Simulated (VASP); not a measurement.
Input of a VASP 6.6.1 run:

Contents of INCAR:

```
PREC = Accurate
ENCUT = 520
EDIFF = 1E-6
ISMEAR = 0
SIGMA = 0.02
LREAL = False
LASPH = True
NELM = 80
ALGO = Normal
ISIF = 2
LWAVE = False
LCHARG = True
GGA = CA
LELF = True
LVHAR = True
NBANDS = 16
```

KPOINTS

```
Automatic mesh
0
Gamma
  10 10 10
```

POSCAR

```
GaAs
1.0
    0.0000000000      2.8015378572      2.8015378572
    2.8015378572      0.0000000000      2.8015378572
    2.8015378572      2.8015378572      0.0000000000
Ga As
1 1
Direct
    0.0000000000      0.0000000000      0.0000000000
    0.7500000000      0.7500000000      0.7500000000
```

Potentials or basis: VASP PAW LDA potentials, release 64 (Ga_d, As).

The run is started by

```console
$ cat potpaw_LDA.64/Ga_d/POTCAR potpaw_LDA.64/As/POTCAR > POTCAR
$ mpirun -np 1 vasp_std > vasp.out
```

Task: Predict the pressure.

Result: 0.3 GPa.

Task: What does it give for the band gap on the k mesh?

Result: 0.54 eV.

A k mesh can miss the band edges.
